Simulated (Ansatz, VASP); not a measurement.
# Two plane-wave programs on BP

File INCAR:

```
SYSTEM = BP
PREC = Accurate
ENCUT = 500
EDIFF = 1E-6
ISMEAR = 0
SIGMA = 0.01
LREAL = .False.
LASPH = .True.
NELM = 120
ALGO = Normal
ISIF = 2
LWAVE = .False.
LCHARG = .False.
GGA = PE
NBANDS = 11
GGA_COMPAT = .False.
```

Contents of KPOINTS:

```
Automatic mesh
0
Gamma
  10 10 10
  0 0 0
```

File POSCAR:

```
BP
1.0
    0.0000000000      2.2892129729      2.2892129729
    2.2892129729      0.0000000000      2.2892129729
    2.2892129729      2.2892129729      0.0000000000
B P
1 1
Direct
    0.0000000000      0.0000000000      0.0000000000
    0.2500000000      0.2500000000      0.2500000000
```

Input for Ansatz:

```yaml
crystal:
  lattice:
    - [0.0, 2.2892129729, 2.2892129729]
    - [2.2892129729, 0.0, 2.2892129729]
    - [2.2892129729, 2.2892129729, 0.0]
  atoms:
    - { symbol: B, position: [0.0, 0.0, 0.0] }
    - { symbol: P, position: [0.25, 0.25, 0.25] }
basis:
  ecutwfc: 420
kpoints:
  mp_grid: { grid: [10, 10, 10] }
hamiltonian:
  xc: pbe
scf:
  occupations: { method: fixed }
output:
  forces: true
  stress: true
  eigenvalues: true
```

Alike in both runs: task single point; functional PBE; k mesh 10 × 10 × 10; no spin polarisation.

|  | VASP | Ansatz |
| --- | --- | --- |
| version | VASP 6.6.1 | Ansatz 0.2.0 |
| potentials or method | VASP PAW PBE potentials, release 64 (B, P), cutoff 500 eV | scalar-relativistic, plane waves, PAW |
| occupations | gaussian, width 0.01 eV | fixed |
| valence electrons in the cell | 8 | 8 |

```tsv
	VASP	Ansatz	Ansatz less VASP
gap on the k mesh at the Fermi level (eV)	1.28	1.28	+0.004
least direct gap on the mesh (eV)	3.36	3.37	+0.003
pressure (GPa)	-3.3	-3.1	+0.20
```
